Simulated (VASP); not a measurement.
**Zr2N: single point with PBEsol**

Crystal: Zr2N.

```
CELL_PARAMETERS angstrom
5.25541 0.00000 0.00000
0.00000 5.25541 0.00000
0.00000 0.00000 3.21194
ATOMIC_POSITIONS crystal
Zr 0.29503 0.29503 0.00000
Zr 0.70497 0.70497 0.00000
Zr 0.79503 0.20497 0.50000
Zr 0.20497 0.79503 0.50000
N 0.00000 0.00000 0.00000
N 0.50000 0.50000 0.50000
```

| Quantity | Value |
| --- | --- |
| Program | VASP 6.6.1 |
| Task | single point |
| Functional | PBEsol |
| Potentials or basis | VASP PAW PBE potentials, release 64 (Zr_sv, N) |
| Cutoff | 520 eV |
| k mesh | 8 × 8 × 10 |
| Occupations | gaussian, width 0.1 eV |
| Spin | no spin polarisation |
| Dipole correction | no |
| Further INCAR settings | ALGO = Normal; EDIFF = 1e-06; NBANDS = 38 |

The pressure is 13.4 GPa. The largest force is 0.004 eV/Å. The band gap on the k mesh is zero (bands 29 and 30 overlap by 2.74 eV).

Forces on the atoms (eV/Å):
```
Zr  -0.003 -0.003  0.000
Zr   0.003  0.003  0.000
Zr  -0.003  0.003  0.000
Zr   0.003 -0.003  0.000
N    0.000  0.000  0.000
N    0.000  0.000  0.000
```

Levels at points of the mesh, in eV from the Fermi level:
```
           k point  band 26  band 27  band 28  band 29  band 30  band 31  band 32  band 33
(0.00, 0.00, 0.00)    -2.14     0.53     0.56     0.74     1.10     1.10     1.42     1.45
(0.50, 0.00, 0.00)    -2.08    -1.05    -1.05     1.58     1.58     1.59     1.59     1.90
(0.50, 0.50, 0.00)    -1.53    -1.19    -1.19     0.93     0.93     1.43     1.43     1.72
(0.00, 0.00, 0.50)    -1.19    -1.18    -1.18    -1.16    -1.16     2.04     2.04     3.31
(0.50, 0.00, 0.50)    -1.99    -0.84    -0.84    -0.79    -0.79     1.63     1.63     3.63
(0.50, 0.50, 0.50)    -1.69    -1.07    -1.07    -0.10    -0.10     1.34     1.34     2.91
```

Wall time 110 s on 1 thread of Intel(R) Xeon(R) 6975P-C (Granite Rapids), with other jobs on the host, peak memory 0.34 GiB.

Caveat: the cell stands under pressure; the PAW data sets were made with another functional, which shifts forces and pressure a little.
